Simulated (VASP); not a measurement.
# Al in VASP: single point with PBE+D3(BJ)

Aim: the single point of Al with PBE+D3(BJ).

Everything below comes from runs of VASP 6.6.1. Logs are shortened: lines on timing, memory, paths and dates and some standing lists are left out, and cuts for length are marked.

## (1) The cell of the first run

The cell holds a slab with vacuum, 12 atoms: a = 5.728 Å, b = 5.728 Å, c = 16.677 Å, α = 90.00°, β = 90.00°, γ = 60.00°.

## (2) Single point, PBE+D3(BJ)

INCAR reads:

```
PREC = Accurate ; ENCUT = 520
EDIFF = 1E-6 ; ISMEAR = -1
SIGMA = 0.1 ; LREAL = False
LASPH = True ; NELM = 80
ALGO = Normal ; ISIF = 2
LWAVE = False ; LCHARG = False
GGA = PE ; IVDW = 12
NBANDS = 30
```

KPOINTS reads:

```
Automatic mesh
0
Gamma
  3 3 1
```

POSCAR reads:

```
Al
1.0
    5.7275650000      0.0000000000      0.0000000000
    2.8637820000      4.9602170000      0.0000000000
    0.0000000000      0.0000000000     16.6765370000
Al
12
Direct
    0.1666684945      0.1666660955      0.0599644878
    0.6666715499      0.1666660955      0.0599644878
    0.1666709227      0.6666643818      0.0599644878
    0.6666739781      0.6666643818      0.0599644878
   -0.2016549385      0.3537950053      0.1933554910
    0.2923941033      0.3601858548      0.2022961961
   -0.2012632072      0.8342981769      0.2036633865
    0.3048277598      0.8489749541      0.2047967153
   -0.0631349923      0.0100600437      0.3374321659
    0.4756848780      0.0232852716      0.3508462219
   -0.0386800237      0.5174773604      0.3454554144
    0.4942744108      0.4955025153      0.3393810118
```

Potentials or basis: VASP PAW PBE potentials, release 64 (Al).

Command:

```bash
> cat potpaw_PBE.64/Al/POTCAR > POTCAR
> mpirun -np 1 vasp_std > vasp.out
```

OUTCAR:

```text
PREC = Accurate
   ENCUT = 520
   EDIFF = 1E-6
   ISMEAR = -1
   LREAL = False
   LASPH = True
   NELM = 80
   ISIF = 2
   GGA = PE
   IVDW = 12
 IVDW          = 12

 ion  position               nearest neighbor table
   1  0.167  0.167  0.060-   6 2.86   4 2.86   2 2.86   3 2.86   3 2.86   2 2.86   4 2.86   5 2.88
                             8 2.89
   2  0.667  0.167  0.060-   5 2.73   1 2.86   3 2.86   4 2.86   4 2.86   3 2.86   1 2.86   7 2.92
                             6 3.01
   3  0.167  0.667  0.060-   6 2.82   4 2.86   2 2.86   1 2.86   1 2.86   2 2.86   4 2.86   8 2.89
                             7 3.01
   4  0.667  0.667  0.060-   5 2.72   7 2.82   1 2.86   3 2.86   2 2.86   2 2.86   3 2.86   1 2.86
                             8 3.01
   5  0.798  0.354  0.193-   4 2.72   2 2.73   7 2.76   8 2.84   6 2.85  12 2.87   1 2.88   6 2.88
                             8 2.90   9 2.95   7 2.98  11 3.01
   6  0.292  0.360  0.202-   7 2.77   3 2.82   8 2.84  12 2.84   5 2.85   1 2.86   5 2.88   8 2.89
                            11 2.90   7 2.96  10 2.99   2 3.01
   7  0.799  0.834  0.204-   9 2.72   5 2.76   6 2.77   8 2.79   4 2.82  11 2.84   2 2.92  10 2.94
                             8 2.94   6 2.96   5 2.98   3 3.01
   8  0.305  0.849  0.205-   7 2.79   6 2.84   5 2.84  12 2.85   9 2.87   1 2.89   6 2.89   3 2.89
                             5 2.90   7 2.94  10 2.98   4 3.01
   9  0.937  0.010  0.337-  10 2.61  12 2.67   7 2.72  11 2.76   8 2.87   5 2.95  11 2.98  12 3.08
                            10 3.13
  10  0.476  0.023  0.351-   9 2.61  12 2.77  11 2.84  11 2.89   7 2.94   8 2.98  12 2.98   6 2.99
                             9 3.13
  11  0.961  0.517  0.345-  12 2.74   9 2.76   7 2.84  10 2.84  10 2.89   6 2.90   9 2.98  12 2.99
                             5 3.01
  12  0.494  0.496  0.339-   9 2.67  11 2.74  10 2.77   6 2.84   8 2.85   5 2.87  10 2.98  11 2.99
                             9 3.08

  LATTYP: Found a hexagonal cell.
 ALAT       =     5.7275649303
 C/A-ratio  =     2.9116277516

  Lattice vectors:

 A1 = (  -2.8637820000,  -4.9602170000,   0.0000000000)
 A2 = (   5.7275650000,   0.0000000000,   0.0000000000)
 A3 = (   0.0000000000,   0.0000000000,  16.6765370000)

Analysis of symmetry for initial positions (statically):
=====================================================================
 Subroutine PRICEL returns:
 Original cell was already a primitive cell.

 Routine SETGRP: Setting up the symmetry group for a
 hexagonal supercell.

 Subroutine GETGRP returns: Found  1 space group operations
 (whereof  1 operations were pure point group operations)
 out of a pool of 24 trial point group operations.

The static configuration has the point symmetry C_1 .

Analysis of symmetry for dynamics (positions and initial velocities):
=====================================================================
 Subroutine PRICEL returns:
 Original cell was already a primitive cell.

 Routine SETGRP: Setting up the symmetry group for a
 hexagonal supercell.

 Subroutine GETGRP returns: Found  1 space group operations
 (whereof  1 operations were pure point group operations)
 out of a pool of 24 trial point group operations.

The dynamic configuration has the point symmetry C_1 .

 Subroutine INISYM returns: Found  1 space group operations
 (whereof  1 operations are pure point group operations),
 and found     1 'primitive' translations

----------------------------------------------------------------------------------------

                                     Primitive cell

  volume of cell :     473.7798

  direct lattice vectors                    reciprocal lattice vectors
     5.727565000  0.000000000  0.000000000     0.174594265 -0.100802024  0.000000000
     2.863782000  4.960217000  0.000000000     0.000000000  0.201604083  0.000000000
     0.000000000  0.000000000 16.676537000     0.000000000  0.000000000  0.059964488

  length of vectors
     5.727565000  5.727564930 16.676537000     0.201604081  0.201604083  0.059964488

  position of ions in fractional coordinates (direct lattice)
     0.166668495  0.166666095  0.059964488
     0.666671550  0.166666095  0.059964488
     0.166670923  0.666664382  0.059964488
     0.666673978  0.666664382  0.059964488
     0.798345062  0.353795005  0.193355491
     0.292394103  0.360185855  0.202296196
     0.798736793  0.834298177  0.203663386
     0.304827760  0.848974954  0.204796715
     0.936865008  0.010060044  0.337432166
     0.475684878  0.023285272  0.350846222
     0.961319976  0.517477360  0.345455414
     0.494274411  0.495502515  0.339381012

  ion indices of the primitive-cell ions
   primitive index   ion index
                 1           1
                 2           2
                 3           3
                 4           4
                 5           5
                 6           6
                 7           7
                 8           8
                 9           9
                10          10
                11          11
                12          12

----------------------------------------------------------------------------------------

 KPOINTS: Automatic mesh

Automatic generation of k-mesh.
 Grid dimensions read from file:
 generate k-points for:    3    3    1

 Generating k-lattice:

  Cartesian coordinates                     Fractional coordinates (reciprocal lattice)
     0.058198088 -0.033600675  0.000000000     0.333333333  0.000000000  0.000000000
     0.000000000  0.067201361  0.000000000     0.000000000  0.333333333  0.000000000
     0.000000000  0.000000000  0.059964488     0.000000000  0.000000000  1.000000000

  Length of vectors
     0.067201360  0.067201361  0.059964488

  Shift w.r.t. Gamma in fractional coordinates (k-lattice)
     0.000000000  0.000000000  0.000000000

 Subroutine IBZKPT returns following result:
 ===========================================

 Found      5 irreducible k-points:

 Following reciprocal coordinates:
            Coordinates               Weight
  0.000000  0.000000  0.000000      1.000000
  0.333333  0.000000  0.000000      2.000000
  0.333333  0.333333  0.000000      2.000000
  0.000000  0.333333  0.000000      2.000000
 -0.333333  0.333333  0.000000      2.000000
   k-points           NKPTS =      5   k-points in BZ     NKDIM =      5   number of bands    NBANDS=     30
   number of dos      NEDOS =    301   number of ions     NIONS =     12
   total plane-waves  NPLWV = 290304
   dimension x,y,z NGX =    48 NGY =   48 NGZ =  126
   dimension x,y,z NGXF=    96 NGYF=   96 NGZF=  252
   ions per type =              12
   NGX,Y,Z   is equivalent  to a cutoff of  13.93, 13.93, 12.56 a.u.
   NGXF,Y,Z  is equivalent  to a cutoff of  27.86, 27.86, 25.12 a.u.
 SYSTEM =  unknown system
   PREC   = accura    normal or accurate (medium, high low for compatibility)
   ISTART =      0    job   : 0-new  1-cont  2-samecut
   ICHARG =      2    charge: 1-file 2-atom 10-const
   ISPIN  =      1    spin polarized calculation?
   LNONCOLLINEAR =      F non collinear calculations
   LSORBIT =      F    spin-orbit coupling
   LASPH  =      T    aspherical Exc in radial PAW
   ENCUT  =  520.0 eV  38.22 Ry    6.18 a.u.  10.65 10.65 31.01*2*pi/ulx,y,z
   NELM   =     80;   NELMIN=  2; NELMDL= -5     # of ELM steps
   EDIFF  = 0.1E-05   stopping-criterion for ELM
   LREAL  =      F    real-space projection
   EDIFFG = 0.1E-04   stopping-criterion for IOM
   NSW    =      0    number of steps for IOM
   IBRION =     -1    ionic relax: 0-MD 1-quasi-New 2-CG
   NFREE  =      0    steps in history (QN), initial steepest desc. (CG)
   ISIF   =      2    stress and relaxation
   ISYM   =      2    0-nonsym 1-usesym 2-fastsym
   POTIM  = 0.5000    time-step for ionic-motion
   TEBEG  =    0.0;   TEEND  =   0.0 temperature during run
   PSTRESS=    0.0 pullay stress
   NELECT =      36.0000    total number of electrons
   NUPDOWN=      -1.0000    fix difference up-down
   EMIN   =  10.00;   EMAX   =-10.00  energy-range for DOS
   EFERMI =   0.00;   METHOD = LEGACY
   ISMEAR =    -1;   SIGMA  =   0.10  broadening in eV -4-tet -1-fermi 0-gaus
   EFERMI_NEDOS =   21; number of points for ismear=-14 and -15
   IALGO  =     38    algorithm
   IMIX   =      4    mixing-type and parameters
     AMIX     =   0.40;   BMIX     =  1.00
     AMIX_MAG =   1.60;   BMIX_MAG =  1.00
  volume/ion in A,a.u.               =      39.48       266.44
  Fermi-wavevector in a.u.,A,eV,Ry     =   0.693399  1.310335  6.541719  0.480803
  Thomas-Fermi vector in A             =   1.775602
   LORBIT       =      0    0 simple, 1 ext, 2 COOP (PROOUT), +10 PAW based schemes
   GGA     = PE    functional components
   LHFCALC =     F    Hartree Fock is set to
   AEXX    =    0.0000 exact exchange contribution
   IVDW    =    12    specifies the selected vdW correction
   LEPSILON=     F    determine dielectric tensor
   LRPA    =     F    only Hartree local field effects (RPA)
 non-spin polarized calculation
  energy-cutoff  :      520.00
  volume of cell :      473.78
 maximum number of plane-waves:     12795
 NGX is ok and might be reduce to    42
   NGX = 21   NGY = 21   NGZ = 63

 number of electron      36.0000000 magnetization

 Free energy of the ion-electron system (eV)
  ---------------------------------------------------
  ext. energy  EPLUGINS =         0.00000000
  ---------------------------------------------------
  free energy    TOTEN  =       -42.15529449 eV

  energy without entropy =      -41.89711086  energy(sigma->0) =      -42.02620267

 E-fermi :   0.8956     XC(G=0):  -5.3490

 val. band max:        0.8832771223   @ k =   0.0000   0.0000   0.0000
 cond. band min:       1.0485907312   @ k =   0.0000   0.0000   0.0000
 fundamental gap:      0.1653136089
 Fermi energy:         0.8956069945

 k-point     1 :       0.0000    0.0000    0.0000
  band No.  band energies     occupation
      1      -9.3579      2.00000
      2      -7.6691      2.00000
      3      -5.1583      2.00000
      4      -3.6592      2.00000
      5      -3.6244      2.00000
      6      -3.5042      2.00000
[... 22 lines left out ...]
     29       3.9240      0.00000
     30       4.1337      0.00000

 k-point     2 :       0.3333    0.0000    0.0000
  band No.  band energies     occupation
      1      -8.6975      2.00000
      2      -7.0384      2.00000
      3      -6.6961      2.00000
      4      -5.0910      2.00000
      5      -4.7804      2.00000
      6      -4.7229      2.00000
[... 22 lines left out ...]
     29       4.5571      0.00000
     30       4.6175      0.00000

 k-point     3 :       0.3333    0.3333    0.0000
  band No.  band energies     occupation
      1      -8.6953      2.00000
      2      -7.0436      2.00000
      3      -6.6910      2.00000
      4      -5.0865      2.00000
      5      -4.7720      2.00000
      6      -4.7472      2.00000
[... 22 lines left out ...]
     29       4.5527      0.00000
     30       4.5969      0.00000

 k-point     4 :       0.0000    0.3333    0.0000
  band No.  band energies     occupation
      1      -8.6969      2.00000
      2      -7.0191      2.00000
      3      -6.7117      2.00000
      4      -5.1110      2.00000
      5      -4.7661      2.00000
      6      -4.7226      2.00000
[... 22 lines left out ...]
     29       4.5588      0.00000
     30       4.5844      0.00000

 k-point     5 :      -0.3333    0.3333    0.0000
  band No.  band energies     occupation
      1      -7.5116      2.00000
      2      -7.3894      2.00000
      3      -7.2261      2.00000
      4      -5.8801      2.00000
      5      -5.7087      2.00000
      6      -5.4628      2.00000
[... 22 lines left out ...]
     29       4.4586      0.00000
     30       4.5178      0.00000

------------------------ aborting loop because EDIFF is reached ----------------------------------------

 Edisp (eV)   -2.71539

 E8    (eV) :    -1.2647

  FORCE on cell =-STRESS in cart. coord.  units (eV):
  Direction    XX          YY          ZZ          XY          YZ          ZX
  --------------------------------------------------------------------------------------
  -------------------------------------------------------------------------------------
  Total      -6.85420    -7.41685    -0.87249     0.40002    -0.23685     0.67865
  in kB     -23.17879   -25.08150    -2.95048     1.35275    -0.80094     2.29499
  external pressure =      -17.07 kB  Pullay stress =        0.00 kB

 VOLUME and BASIS-vectors are now :
 -----------------------------------------------------------------------------
  energy-cutoff  :      520.00
  volume of cell :      473.78
      direct lattice vectors                 reciprocal lattice vectors
     5.727565000  0.000000000  0.000000000     0.174594265 -0.100802024  0.000000000
     2.863782000  4.960217000  0.000000000     0.000000000  0.201604083  0.000000000
     0.000000000  0.000000000 16.676537000     0.000000000  0.000000000  0.059964488

 POSITION                                       TOTAL-FORCE (eV/Angst)
 -----------------------------------------------------------------------------------
      1.43190      0.82670      1.00000         0.004411      0.026666      0.102554
      4.29570      0.82670      1.00000        -0.144922     -0.002695     -0.094402
      2.86380      3.30680      1.00000        -0.027701      0.013237      0.084221
      5.72760      3.30680      1.00000        -0.071385      0.100093     -0.168905
      5.58577      1.75490      3.22450        -0.027748     -0.356928      0.502204
      2.70620      1.78660      3.37360         0.151905     -0.361346      0.072520
      6.96407      4.13830      3.39640         0.084630      0.406101     -0.039200
      4.17720      4.21110      3.41530        -0.080641      0.146866     -0.102147
      5.39476      0.04990      5.62720         0.960119     -0.200237      0.087358
      2.79120      0.11550      5.85090        -0.714984     -0.152276     -0.376286
      6.98797      2.56680      5.76100         0.199214     -0.206721     -0.116347
      4.25000      2.45780      5.65970        -0.332898      0.587239      0.048430
 -----------------------------------------------------------------------------------
    total drift:                               -0.000006     -0.000006     -0.000046

  FREE ENERGIE OF THE ION-ELECTRON SYSTEM (eV)
  ---------------------------------------------------
  free  energy   TOTEN  =       -44.8706859993 eV

  energy  without entropy=      -44.6125023656  energy(sigma->0) =      -44.74159418
```

It took 4.5 min on 1 thread of Intel Xeon 8259CL, shared host; peak memory 0.6 GiB.

Results:

```yaml
Free_energy: -44.8707 eV
Largest_force: 0.985 eV/Å
Band_gap_on_the_k_mesh: zero (bands 18 and 19 overlap by 0.13 eV)
Dispersion_energy_per_atom: -0.226 eV
```

Forces on the atoms (eV/Å):
```
Al   0.004  0.027  0.103
Al  -0.145 -0.003 -0.094
Al  -0.028  0.013  0.084
Al  -0.071  0.100 -0.169
Al  -0.028 -0.357  0.502
Al   0.152 -0.361  0.073
Al   0.085  0.406 -0.039
Al  -0.081  0.147 -0.102
Al   0.960 -0.200  0.087
Al  -0.715 -0.152 -0.376
Al   0.199 -0.207 -0.116
Al  -0.333  0.587  0.048
```

Caveat: the k points lie up to 0.42 Å⁻¹ apart; the atoms stand as in a frame of molecular dynamics; there is no dipole correction, which matters where the two faces differ.

The gap in the log of VASP goes by the Fermi energy; the results here count the filled bands.